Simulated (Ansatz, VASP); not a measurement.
**SnO: VASP beside Ansatz**

INCAR

```
PREC = Accurate
ENCUT = 520
EDIFF = 1E-7
ISMEAR = 0
SIGMA = 0.01
LREAL = False
LASPH = True
NELM = 60
ALGO = Normal
ISIF = 2
LWAVE = False
LCHARG = False
GGA = PE
NBANDS = 28
```

File KPOINTS:

```
Automatic mesh
0
Gamma
  10 10 8
```

File POSCAR:

```
SnO
1.0
    3.8682628244      0.0000000000      0.0000000000
    0.0000000000      3.8682628244      0.0000000000
    0.4052992155      0.0000000000      5.0662401931
Sn O
2 2
Direct
   -0.0207762449      0.5000000000      0.2284555121
    0.5207762449      0.0000000000      0.7715444879
    0.5024547627      0.5000000000      0.0002720565
   -0.0024547627      0.0000000000     -0.0002720565
```

Input for Ansatz:

```yaml
crystal:
  lattice:
    - [3.8682628244, 0.0, 0.0]
    - [0.0, 3.8682628244, 0.0]
    - [0.4052992155, 0.0, 5.0662401931]
  atoms:
    - { symbol: Sn, position: [-0.0207762449, 0.5, 0.2284555121] }
    - { symbol: Sn, position: [0.5207762449, 0.0, 0.7715444879] }
    - { symbol: O, position: [0.5024547627, 0.5, 0.0002720565] }
    - { symbol: O, position: [-0.0024547627, 0.0, -0.0002720565] }
basis:
  ecutwfc: 420
kpoints:
  mp_grid: { grid: [10, 10, 8] }
  band_path: { path: [VBM, CBM], npoints: 2 }
hamiltonian:
  xc: pbe
scf:
  occupations: { method: gaussian, width: 0.01 }
output:
  forces: true
  stress: true
  eigenvalues: true
checkpoint:
  read: start.run
  write: ck
  compress: false
  write_wavefunctions: false
  write_every: 100000
```

Alike in both runs: task single point; functional PBE; k mesh 10 × 10 × 8; occupations gaussian, width 0.01 eV; no spin polarisation.

|  | VASP | Ansatz |
| --- | --- | --- |
| version | VASP 6.6.1 | Ansatz 0.2.0 |
| potentials or method | VASP PAW PBE potentials, release 64 (Sn_d, O), cutoff 520 eV | scalar-relativistic, plane waves, PAW |
| valence electrons in the cell | 40 | 40 |

VASP gave:

- gap on the k mesh at the Fermi level (eV): 0.59
- least direct gap on the mesh (eV): 1.87
- pressure (GPa): 0.5
- traceless stress, the component that is largest in VASP (GPa): -1.45
- rms of the force components (eV/Å): 0.030

Q: What did Ansatz give for the same quantities?

A: gap on the k mesh at the Fermi level (eV): 0.58; least direct gap on the mesh (eV): 1.90; pressure (GPa): 0.3; traceless stress, the component that is largest in VASP (GPa): -1.45; rms of the force components (eV/Å): 0.003.

Atom by atom the forces differ by 0.031 eV/Å (rms over components). With one functional, cell and mesh, what is left measures potentials, basis and numerics.
